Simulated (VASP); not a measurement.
# CdS (I-4m2) in VASP: notebook, part 2 of 2

VASP 6.6.1. Earlier steps stand in the parts before.

**6. Single point, PBE (uniaxial z strain +1.0%)**

The input, INCAR:

```
  ALGO = Normal
  EDIFF = 1E-6
  ENCUT = 520
  GGA = PE
  ISIF = 2
  ISMEAR = 0
  LASPH = True
  LCHARG = False
  LREAL = False
  LWAVE = False
  NBANDS = 16
  NELM = 80
  PREC = Accurate
  SIGMA = 0.01
```

The input, KPOINTS:

```
k-points
0
Gamma
  4 4 4
```

The input, POSCAR:

```
CdS
1.0
    0.0000000000      2.9392148430      2.9686069915
    2.9392148430      0.0000000000      2.9686069915
    2.9392148430      2.9392148430      0.0000000000
Cd S
1 1
Direct
    0.0000000000      0.0000000000      0.0000000000
    0.2500000000      0.2500000000      0.2500000000
```

Potentials or basis: VASP PAW PBE potentials, release 64 (Cd, S).

Started as:

```console
$ cat potpaw_PBE.64/Cd/POTCAR potpaw_PBE.64/S/POTCAR > POTCAR
$ mpirun -np 1 vasp_std > vasp.out
```

OUTCAR:

```text
EDIFF = 1E-6
   ENCUT = 520
   GGA = PE
   ISIF = 2
   ISMEAR = 0
   LASPH = True
   LREAL = False
   NELM = 80
   PREC = Accurate

 ion  position               nearest neighbor table
   1  0.000  0.000  0.000-   2 2.55   2 2.55   2 2.55   2 2.55
   2  0.250  0.250  0.250-   1 2.55   1 2.55   1 2.55   1 2.55

  LATTYP: Found a body centered tetragonal cell.
 ALAT       =     4.1566774937
 C/A-ratio  =     1.4283556980

  Lattice vectors:

 A1 = (  -2.9392148430,   0.0000000000,   2.9686069915)
 A2 = (   2.9392148430,   0.0000000000,   2.9686069915)
 A3 = (   0.0000000000,   2.9392148430,  -2.9686069915)

Analysis of symmetry for initial positions (statically):
=====================================================================
 Subroutine PRICEL returns:
 Original cell was already a primitive cell.

 Routine SETGRP: Setting up the symmetry group for a
 body centered tetragonal supercell.

 Subroutine GETGRP returns: Found  8 space group operations
 (whereof  8 operations were pure point group operations)
 out of a pool of 16 trial point group operations.

The static configuration has the point symmetry D_2d.

Analysis of symmetry for dynamics (positions and initial velocities):
[... 146 lines left out ...]

 E-fermi :   1.1101     XC(G=0):  -8.9860

 val. band max:        1.0678148454   @ k =   0.0000   0.0000   0.0000
 cond. band min:       2.1222522622   @ k =   0.0000   0.0000   0.0000
 fundamental gap:      1.0544374168
 Fermi energy:         1.1101423332

 k-point     1 :       0.0000    0.0000    0.0000
  band No.  band energies     occupation
      1     -11.1106      2.00000
      2      -6.5812      2.00000
      3      -6.5753      2.00000
      4      -6.5753      2.00000
      5      -6.1457      2.00000
      6      -6.1425      2.00000
[... 224 lines left out ...]
      3      -6.3543      2.00000
      4      -6.1788      2.00000
      5      -6.1362      2.00000
      6      -5.5594      2.00000
[... 8 lines left out ...]
     15      14.1401      0.00000
     16      14.3396      0.00000

------------------------ aborting loop because EDIFF is reached ----------------------------------------

  FORCE on cell =-STRESS in cart. coord.  units (eV):
  Direction    XX          YY          ZZ          XY          YZ          ZX
  --------------------------------------------------------------------------------------
  -------------------------------------------------------------------------------------
  Total        0.4213605      0.4213605      0.3601141      0.0000000      0.0000000      0.0000000
  in kB       13.1619130     13.1619130     11.2487768      0.0000000      0.0000000      0.0000000
  external PRESSURE =      12.5242010 kB  Pullay stress =       0.0000000 kB

 VOLUME and BASIS-vectors are now :
 -----------------------------------------------------------------------------
  energy-cutoff  :      520.00
  volume of cell :       51.29
      direct lattice vectors                 reciprocal lattice vectors
     0.000000000  2.939214843  2.968606992    -0.170113458  0.170113458  0.168429166
     2.939214843  0.000000000  2.968606992     0.170113458 -0.170113458  0.168429166
     2.939214843  2.939214843  0.000000000     0.170113458  0.170113458 -0.168429166

 POSITION                                       TOTAL-FORCE (eV/Angst)
 -----------------------------------------------------------------------------------
      0.00000      0.00000      0.00000        -0.000000     -0.000000     -0.000000
      1.46961      1.46961      1.48430         0.000000      0.000000      0.000000
 -----------------------------------------------------------------------------------
    total drift:                               -0.000000     -0.000000     -0.000000

  FREE ENERGIE OF THE ION-ELECTRON SYSTEM (eV)
  ---------------------------------------------------
  free  energy   TOTEN  =        -6.1118261464 eV

  energy  without entropy=       -6.1118261464  energy(sigma->0) =       -6.11182615
```

stdout:

```text
POSCAR found type information on POSCAR CdS
 POSCAR found :  2 types and       2 ions
 scaLAPACK will be used
 LDA part: xc-table for (Slater+PW92), standard interpolation
 POSCAR, INCAR and KPOINTS ok, starting setup
 FFT: planning ... GRIDC
 FFT: planning ... GRID_SOFT
 FFT: planning ... GRID
 WAVECAR not read
 entering main loop
```

Wall time 8.1 s (1 thread of AMD EPYC 7R13 (Zen 3), shared host); peak memory 0.15 GiB.

What came out:

| Property | Result |
| --- | --- |
| Free energy | -6.1118 eV |
| Pressure | 1.3 GPa |
| Band gap on the k mesh | 1.05 eV |

Levels at points of the mesh, in eV from the valence-band top:
```
           k point  band 5  band 6  band 7  band 8  band 9  band 10  band 11  band 12  band 13  band 14
(0.00, 0.00, 0.00)   -7.21   -7.21   -0.03    0.00    0.00     1.05     6.53     6.53     6.53    11.23
(0.50, 0.00, 0.00)   -7.18   -6.86   -4.22   -0.74   -0.70     2.94     6.95     7.02     7.36    10.96
(0.50, 0.50, 0.00)   -7.13   -6.81   -3.87   -1.75   -1.75     3.61     4.34     9.02    10.58    10.58
(0.50, 0.00, 0.50)   -7.13   -6.79   -3.81   -1.80   -1.78     3.57     4.26     9.11    10.50    10.60
```

Caveat: the k points lie up to 0.46 Å⁻¹ apart; the cell differs from its parent crystal (uniaxial z strain +1.0%).

**7. The runs side by side**

| cell | k mesh | cutoff (eV) | smearing | gap on the mesh (eV) | pressure (GPa) |
| --- | --- | --- | --- | --- | --- |
| a = 4.136, b = 4.136, c = 4.157 Å, angles 59.8, 59.8, 60.3°, 2 atoms | 8 × 8 × 8 | 500 | fermi-dirac 0.02 eV | 1.10 | 2.3 |
| a = 4.178, b = 4.178, c = 4.157 Å, angles 60.2, 60.2, 59.7°, 2 atoms | 8 × 8 × 8 | 500 | fermi-dirac 0.02 eV | 1.07 | 1.1 |
| a = 4.219, b = 4.219, c = 4.157 Å, angles 60.5, 60.5, 59.0°, 2 atoms | 8 × 8 × 8 | 500 | fermi-dirac 0.02 eV | 1.00 | 0.0 |
| a = 4.095, b = 4.095, c = 4.157 Å, angles 59.5, 59.5, 61.0°, 2 atoms | 4 × 4 × 4 | 520 | gaussian 0.01 eV | 1.10 | 3.8 |
| a = 4.178, b = 4.178, c = 4.157 Å, angles 60.2, 60.2, 59.7°, 2 atoms | 4 × 4 × 4 | 520 | gaussian 0.01 eV | 1.05 | 1.3 |

Alike in all rows: task single point; level PBE; potentials or basis VASP PAW PBE potentials, release 64 (Cd, S); no spin polarisation.

Caveats: some runs use coarse meshes.

Total energies depend on the potentials used, so only differences within one code and one set of settings carry meaning.
